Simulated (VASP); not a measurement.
**Si8O17 (a cell with a defect): single point with PBE**

System: Si8O17 (a cell with a defect).

```
CELL_PARAMETERS angstrom
0.00000 5.08139 7.09441
5.08139 0.00000 7.09441
5.08139 5.08139 0.00000
ATOMIC_POSITIONS crystal
Si 0.24206 0.23238 0.46078
Si 0.73635 0.75010 0.96627
Si 0.00929 0.86808 0.97927
Si 0.56389 0.16537 0.63858
Si 0.41624 0.81607 0.39094
Si 0.90535 0.32816 0.88983
Si 0.98709 0.00603 0.30817
Si 0.48641 0.49516 0.79694
O 0.09269 0.23536 0.69722
O 0.54796 0.76376 0.16086
O 0.48044 0.31424 0.79041
O 0.99548 0.84647 0.23849
O 0.39283 0.26499 0.51222
O 0.88642 0.76007 0.02605
O 0.18514 0.88436 0.41371
O 0.67854 0.38990 0.90242
O 0.98658 0.18238 0.10673
O 0.53881 0.59689 0.55219
O 0.41511 0.98214 0.43853
O 0.86240 0.54614 0.87365
O 0.27151 0.67279 0.91417
O 0.77871 0.12786 0.48089
O 0.20653 0.40156 0.23483
O 0.61524 0.94344 0.78342
O 0.06487 0.32785 0.31993
```

```
Program             : VASP 6.6.1
Task                : single point
Functional          : PBE
Potentials or basis : VASP PAW PBE potentials, release 64 (Si, O)
Cutoff              : 520 eV
k mesh              : 1 × 1 × 1
Occupations         : fermi-dirac, width 0.01 eV
Spin                : no spin polarisation
```

* Largest force: 0.220 eV/Å

Forces on the atoms (eV/Å):
```
Si   0.042  0.140 -0.008
Si  -0.023 -0.001 -0.031
Si  -0.017  0.012 -0.004
Si   0.011  0.013  0.011
Si  -0.037  0.001 -0.021
Si   0.010  0.007  0.004
Si   0.063  0.042  0.030
Si   0.020  0.033 -0.014
O   -0.031 -0.008  0.019
O    0.004  0.005  0.009
O   -0.011 -0.003  0.007
O   -0.027 -0.006 -0.032
O   -0.009 -0.037 -0.030
O    0.003 -0.007  0.031
O   -0.003 -0.013  0.007
O   -0.012  0.003  0.011
O   -0.004  0.000 -0.011
O    0.005  0.012 -0.013
O    0.032 -0.016  0.018
O    0.008  0.000 -0.013
O    0.015 -0.028 -0.002
O   -0.008  0.003 -0.007
O   -0.026 -0.050  0.213
O    0.004  0.000  0.012
O   -0.008 -0.101 -0.185
```

Levels at points of the mesh, in eV from the Fermi level:
| k point | band 65 | band 66 | band 67 | band 68 | band 69 | band 70 | band 71 | band 72 |
| --- | --- | --- | --- | --- | --- | --- | --- | --- |
| (0.00, 0.00, 0.00) | -3.07 | -2.04 | -0.80 | -0.33 | 2.71 | 3.07 | 4.56 | 4.92 |

Wall time 2.6 min on 1 thread of Intel Xeon 8259CL (shared host), peak memory 0.54 GiB.

Caveat: the k points lie up to 0.98 Å⁻¹ apart; the cell carries a net charge on a neutralising background, which shifts energy and pressure; the cell is charged against a uniform background, so pressure and absolute levels hang on convention.
